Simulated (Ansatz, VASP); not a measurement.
## RbBr: VASP beside Ansatz

INCAR

```
SYSTEM = RbBr
PREC     = Accurate       ! precision mode
ENCUT    = 520            ! plane-wave cutoff, eV
EDIFF    = 1E-6           ! SCF threshold, eV
ISMEAR   = -1             ! smearing method
SIGMA    = 0.02           ! smearing width, eV
LREAL    = .False.        ! projectors in reciprocal space
LASPH    = .True.         ! aspherical terms in the spheres
NELM     = 100            ! most SCF steps
ALGO     = Normal         ! electronic algorithm
ISIF     = 2              ! what is computed and relaxed
LWAVE    = .False.        ! write WAVECAR
LCHARG   = .False.        ! write CHGCAR
GGA      = PE             ! functional
NBANDS   = 15             ! bands
```

Contents of KPOINTS:

```
regular mesh
0
Gamma
  7 7 7
  0 0 0
```

Contents of POSCAR:

```
RbBr
1.0
    4.1928722427      0.0000000000      0.0000000000
    0.0000000000      4.1928722427      0.0000000000
    0.0000000000      0.0000000000      4.1928722427
Rb Br
1 1
Direct
    0.0000000000      0.0000000000      0.0000000000
    0.5000000000      0.5000000000      0.5000000000
```

Input for Ansatz:

```yaml
crystal:
  lattice:
    - [4.1928722427, 0.0, 0.0]
    - [0.0, 4.1928722427, 0.0]
    - [0.0, 0.0, 4.1928722427]
  atoms:
    - { symbol: Rb, position: [0.0, 0.0, 0.0] }
    - { symbol: Br, position: [0.5, 0.5, 0.5] }
kpoints:
  mp_grid: { grid: [7, 7, 7] }
  band_path:
    path:
      - [0.0, 0.0, 0.0]
      - [0.0, 0.5, 0.0]
      - [0.5, 0.5, 0.0]
      - [0.0, 0.0, 0.0]
      - [0.5, 0.5, 0.5]
      - [0.0, 0.5, 0.0]
      - [0.5, 0.5, 0.5]
      - [0.5, 0.5, 0.0]
    npoints: 14
scf:
  occupations: { method: fermi_dirac, width: 0.02 }
hamiltonian:
  xc: pbe
  pseudopotentials: { kind: all_electron, lapw: { basis_error: 0.0005 } }
output:
  forces: true
  stress: true
  eigenvalues: true
  populations: true
```

Alike in both runs: task single point; functional PBE; k mesh 7 × 7 × 7; occupations fermi-dirac, width 0.02 eV; no spin polarisation.

|  | VASP | Ansatz |
| --- | --- | --- |
| version | VASP 6.6.1 | Ansatz 0.2.0 |
| potentials or method | VASP PAW PBE potentials, release 64 (Rb_sv, Br), cutoff 520 eV | all-electron LAPW, scalar-relativistic |

VASP gave:

| Item | Value |
| --- | --- |
| gap on the k mesh at the Fermi level (eV) | 3.94 |
| pressure (GPa) | 0.1 |

**Question.** What did Ansatz give for the same quantities?

**Answer.** gap on the k mesh at the Fermi level (eV): 3.95; pressure (GPa): 0.0.

Ansatz ran all-electron here, and VASP with PAW potentials.
